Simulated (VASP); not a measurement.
A run of VASP 6.6.1:

File INCAR:

```
ALGO     = Normal         # electronic algorithm
EDIFF    = 1E-7           # SCF threshold, eV
ENCUT    = 520            # plane-wave cutoff, eV
GGA      = PE             # functional
ISIF     = 2              # what is computed and relaxed
ISMEAR   = -1             # smearing method
LASPH    = T              # aspherical terms in the spheres
LCHARG   = F              # write CHGCAR
LREAL    = F              # projectors in reciprocal space
LWAVE    = F              # write WAVECAR
NBANDS   = 26             # bands
NELM     = 60             # most SCF steps
PREC     = Accurate       # precision mode
SIGMA    = 0.02           # smearing width, eV
```

Contents of KPOINTS:

```
k-points
0
Gamma
  12 12 6
```

Contents of POSCAR:

```
ZnO
1.0
    3.2353408669      0.0000000000      0.0000000000
   -1.6176704335      2.8018873806      0.0000000000
    0.0000000000      0.0000000000      5.0025137583
Zn O
2 2
Direct
    0.3333333333      0.6666666667     -0.0083871209
    0.6666666667      0.3333333333      0.4916128791
    0.3333333333      0.6666666667      0.3833871209
    0.6666666667      0.3333333333      0.8833871209
```

Potentials or basis: VASP PAW PBE potentials, release 64 (Zn, O).

Launch:

```sh
$ cat potpaw_PBE.64/Zn/POTCAR potpaw_PBE.64/O/POTCAR > POTCAR
$ mpirun -np 1 vasp_std > vasp.out
```

Hardware: 1 thread of Intel Xeon 8259CL, with other jobs on the host.

How long does it take, and how much memory?

Run time: 84 s on 1 thread of Intel Xeon 8259CL, with other jobs on the host, peak memory 0.21 GiB. Counts: scf iterations 16, k points 76.
